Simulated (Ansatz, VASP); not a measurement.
**Two plane-wave programs on MgO**

File INCAR:

```
SYSTEM = MgO
  ALGO = Normal
  EDIFF = 1E-6
  ENCUT = 520
  GGA = PS
  ISIF = 2
  ISMEAR = 0
  LASPH = .TRUE.
  LCHARG = .FALSE.
  LREAL = .FALSE.
  LWAVE = .FALSE.
  NBANDS = 11
  NELM = 80
  PREC = Accurate
  SIGMA = 0.05
```

Contents of KPOINTS:

```
k-points
0
G
  10 10 10
  0 0 0
```

File POSCAR:

```
MgO
1.0
    0.0000000000      2.1071057202      2.0438925486
    2.1071057202      0.0000000000      2.0438925486
    2.1071057202      2.1071057202      0.0000000000
Mg O
1 1
Direct
    0.0000000000      0.0000000000      0.0000000000
    0.5000000000      0.5000000000      0.5000000000
```

Input for Ansatz:

```yaml
crystal:
  lattice:
    - [0.0, 2.1071057202, 2.0438925486]
    - [2.1071057202, 0.0, 2.0438925486]
    - [2.1071057202, 2.1071057202, 0.0]
  atoms:
    - { symbol: Mg, position: [0.0, 0.0, 0.0] }
    - { symbol: O, position: [0.5, 0.5, 0.5] }
basis:
  ecutwfc: 420
kpoints:
  mp_grid: { grid: [10, 10, 10] }
hamiltonian:
  xc: pbesol
scf:
  occupations: { method: gaussian, width: 0.05 }
output:
  forces: true
  stress: true
  eigenvalues: true
```

Change from the starting cell: strain -0.0300 x Voigt [0, 0, 1, 0, 0, 0], atoms carried along.

Alike in both runs: task single point; functional PBEsol; k mesh 10 × 10 × 10; occupations gaussian, width 0.05 eV; no spin polarisation.

|  | VASP | Ansatz |
| --- | --- | --- |
| version | VASP 6.6.1 | Ansatz 0.2.0 |
| potentials or method | VASP PAW PBE potentials, release 64 (Mg, O), cutoff 520 eV | scalar-relativistic, plane waves, PAW |
| valence electrons in the cell | 8 | 16 |

VASP gave:

```
gap on the k mesh at the Fermi level (eV)                     : 4.89
least direct gap on the mesh (eV)                             : 4.89
pressure (GPa)                                                : 5.0
traceless stress, the component that is largest in VASP (GPa) : 5.20
```

Estimate Ansatz's values.

gap on the k mesh at the Fermi level (eV): 4.89; least direct gap on the mesh (eV): 4.89; pressure (GPa): 5.4; traceless stress, the component that is largest in VASP (GPa): 5.16.

VASP's potentials were made for PBE, not for PBEsol. The functional is the same, so the differences come from potentials, cutoffs and numerics. VASP's potentials hold 8 valence electrons a cell and Ansatz's 16, so a difference there can come from the potentials and not from the codes.
